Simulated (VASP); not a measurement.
A run of VASP 6.6.1:

The input INCAR:

```
SYSTEM = Tl
PREC = Accurate
ENCUT = 520
EDIFF = 1E-8
ISMEAR = 1
SIGMA = 0.2
LREAL = .FALSE.
LASPH = .TRUE.
NELM = 60
ALGO = Fast
ISIF = 2
LWAVE = .FALSE.
LCHARG = .TRUE.
GGA = PS
NBANDS = 20
IBRION = 8
NSW = 1
```

File KPOINTS:

```
regular mesh
0
G
  12 12 6
  0 0 0
```

File POSCAR:

```
Tl
1.0
    3.4808641744      0.0000000000      0.0000000000
   -1.7404320872      3.0145168021      0.0000000000
    0.0000000000      0.0000000000      5.4776577985
Tl
2
Direct
    0.3333333333      0.6666666667      0.7500000000
    0.6666666667      0.3333333333      0.2500000000
```

Potentials or basis: VASP PAW PBE potentials, release 64 (Tl_d).

Command:

```console
$ cat potpaw_PBE.64/Tl_d/POTCAR > POTCAR
$ mpirun -np 1 vasp_std > vasp.out
```

Hardware: 1 thread of Intel Xeon 6975P-C, on a shared host.

**Question.** Estimate the wall time of this run.

**Answer.** Run time: 7.9 min on 1 thread of Intel Xeon 6975P-C (shared host), peak memory 0.7 GiB. Counts: scf iterations 43, k points 76.
